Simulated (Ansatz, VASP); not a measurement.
**Li4F in VASP and in Ansatz**

```
CELL_PARAMETERS angstrom
3.33131 0.00000 0.00000
0.00000 3.33131 0.00000
0.00000 0.00000 4.71118
ATOMIC_POSITIONS crystal
Li 0.50000 0.00000 0.25000
Li 0.00000 0.50000 0.75000
Li 0.50000 0.00000 0.75000
Li 0.00000 0.50000 0.25000
F 0.00000 0.00000 0.00000
```

Change from the starting cell: ordered vacancies on the anion sites of antifluorite (P4/mmm, No. 123).

Alike in both runs: task single point; functional PBE; k mesh 6 × 6 × 4; occupations gaussian, width 0.1 eV; no spin polarisation.

|  | VASP | Ansatz |
| --- | --- | --- |
| version | VASP 6.6.1 | Ansatz 0.2.0 |
| potentials or method | VASP PAW PBE potentials, release 64 (Li_sv, F), cutoff 520 eV | scalar-relativistic, plane waves, PAW |
| valence electrons in the cell | 19 | 19 |

|  | VASP | Ansatz | Ansatz less VASP |
| --- | --- | --- | --- |
| gap on the k mesh at the Fermi level (eV) | none | none | - |
| rms of the force components (eV/Å) | 0.018 | 0.019 | +0.0014 |

Atom by atom the forces differ by 0.001 eV/Å (rms over components). A gap of «none» marks a metal or a gap that the smearing closes.

Noted on VASP's run: the cutoff is under 1.25 times that of the potentials, so the pressure is a little rough.
